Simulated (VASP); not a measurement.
Crystal: CdCu.

```
Cd Cu
1.0
     0.00000    2.67005    2.67005
     2.67005    0.00000    2.67005
     2.67005    2.67005    0.00000
Cd Cu
1 1
Direct
  0.00000 0.00000 0.00000
  0.75000 0.75000 0.75000
```

```yaml
Program: VASP 6.6.1
Task: relaxation of cell and atoms
Functional: PBE
Potentials_or_basis: VASP PAW PBE potentials, release 64 (Cd, Cu)
Cutoff: 600 eV
k_mesh: 6 × 6 × 6
Occupations: gaussian, width 0.1 eV
Spin: no spin polarisation
```

At the start: pressure 27.0 GPa; volume 19.04 Å³/atom.

Question: How do energy, volume and symmetry change on relaxing?

Answer: Over 4 steps the energy falls by 463.2 meV/atom and the volume is 26.91 Å³/atom (+41.4 %); space group F-43m (No. 216, to 0.05 Å).

Step by step:
| step | energy change (eV) | largest force (eV/Å) | pressure (GPa) | volume (Å³) |
| --- | --- | --- | --- | --- |
| 1 | 0.0000 | 0.0000 | 27.00 | 38.07 |
| 2 | -0.8852 | 0.0000 | -2.58 | 58.62 |
| 3 | -0.9253 | 0.0000 | 0.66 | 52.76 |
| 4 | -0.9265 | 0.0000 | -0.17 | 53.83 |

Final structure:
```
Cd Cu
1.0
     0.00000    2.99682    2.99682
     2.99682    0.00000    2.99682
     2.99682    2.99682    0.00000
Cd Cu
1 1
Direct
  0.00000 0.00000 0.00000
  0.75000 0.75000 0.75000
```

Caveat: the volume moved by over 15 % at a fixed basis, so the end points are rough.
